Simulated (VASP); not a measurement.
A run of VASP 6.6.1 is set up as follows.

INCAR

```
SYSTEM = Ge
ALGO = Normal
EDIFF = 1E-7
ENCUT = 520
GGA = CA
ISIF = 2
ISMEAR = 0
LASPH = .True.
LCHARG = .True.
LELF = .True.
LREAL = .False.
LVHAR = .True.
LWAVE = .False.
NBANDS = 21
NELM = 100
PREC = Accurate
SIGMA = 0.2
```

The input KPOINTS:

```
k-points
0
Gamma
  10 10 10
  0 0 0
```

POSCAR

```
Ge
1.0
    0.0000000000      2.8147752533      2.8147752533
    2.8147752533      0.0000000000      2.8147752533
    2.8147752533      2.8147752533      0.0000000000
Ge
2
Direct
    0.5000000000      0.5000000000      0.5000000000
    0.7500000000      0.7500000000      0.7500000000
```

Potentials or basis: VASP PAW LDA potentials, release 64 (Ge_d).

The run is started by

```sh
$ cat potpaw_LDA.64/Ge_d/POTCAR > POTCAR
$ mpirun -np 1 vasp_std > vasp.out
```

Problem. Predict the band gap on the k mesh.

Solution. Zero (filled and empty bands touch).

Problem. Predict the pressure.

Solution. -0.1 GPa.

Caveat: semilocal functionals underestimate gaps, and a narrow one can read as zero.
